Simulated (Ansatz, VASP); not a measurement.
# Rb2Sn: VASP beside Ansatz

The input INCAR:

```
SYSTEM = Rb2Sn
  ALGO = Normal
  EDIFF = 1E-6
  ENCUT = 520
  GGA = PE
  ISIF = 2
  ISMEAR = 0
  LASPH = .True.
  LCHARG = .False.
  LREAL = .False.
  LWAVE = .False.
  NBANDS = 23
  NELM = 100
  PREC = Accurate
  SIGMA = 0.1
```

The input KPOINTS:

```
k-points
0
Gamma
  6 6 6
  0 0 0
```

POSCAR

```
Rb2Sn
1.0
    5.8284229637      0.0000000000      0.0000000000
   -2.9142114818      5.0475623507      0.0000000000
    0.0000000000      0.0000000000      3.7050734021
Rb Sn
2 1
Direct
    0.3333333333      0.6666666667      0.5000000000
    0.6666666667      0.3333333333      0.5000000000
    0.0000000000      0.0000000000      0.0000000000
```

Input for Ansatz:

```yaml
crystal:
  lattice:
    - [5.8284229637, 0.0, 0.0]
    - [-2.9142114818, 5.0475623507, 0.0]
    - [0.0, 0.0, 3.7050734021]
  atoms:
    - { symbol: Rb, position: [0.3333333333, 0.6666666667, 0.5] }
    - { symbol: Rb, position: [0.6666666667, 0.3333333333, 0.5] }
    - { symbol: Sn, position: [0.0, 0.0, 0.0] }
basis:
  ecutwfc: 420
kpoints:
  mp_grid: { grid: [6, 6, 6] }
hamiltonian:
  xc: pbe
scf:
  occupations: { method: gaussian, width: 0.1 }
  lower_state_search: "off"
output:
  forces: true
  stress: true
  eigenvalues: true
```

Alike in both runs: task single point; functional PBE; k mesh 6 × 6 × 6; occupations gaussian, width 0.1 eV; no spin polarisation.

```csv
,VASP,Ansatz
version,VASP 6.6.1,Ansatz 0.2.0
potentials or method,"VASP PAW PBE potentials, release 64 (Rb_sv, Sn_d), cutoff 520 eV","scalar-relativistic, plane waves, PAW"
valence electrons in the cell,32,32
```

|  | VASP | Ansatz | Ansatz less VASP |
| --- | --- | --- | --- |
| gap on the k mesh at the Fermi level (eV) | none | none | - |
| pressure (GPa) | 3.3 | 3.2 | -0.02 |
| traceless stress, the component that is largest in VASP (GPa) | -2.09 | -2.08 | +0.008 |

A gap of «none» marks a metal or a gap that the smearing closes.
